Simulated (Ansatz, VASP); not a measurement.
## Sc in VASP and in Ansatz

```
Sc
1.0
     3.27530    0.00000    0.00000
    -1.63765    2.83650    0.00000
     0.00000    0.00000    5.10589
Sc
2
Direct
  0.33333 0.66667 0.25000
  0.66667 0.33333 0.75000
```

Alike in both runs: task single point; functional PBEsol; k mesh 14 × 14 × 8; occupations fermi-dirac, width 0.1 eV; no spin polarisation.

|  | VASP | Ansatz |
| --- | --- | --- |
| version | VASP 6.6.1 | Ansatz 0.2.0 |
| potentials or method | VASP PAW PBE potentials, release 64 (Sc_sv), cutoff 520 eV | all-electron LAPW, scalar-relativistic |

|  | VASP | Ansatz | Ansatz less VASP |
| --- | --- | --- | --- |
| pressure (GPa) | 0.0 | 0.0 | 0.00 |

VASP's potentials were made for PBE, not for PBEsol. Ansatz ran all-electron here, and VASP with PAW potentials. Ansatz's warnings: optics on partly filled bands.
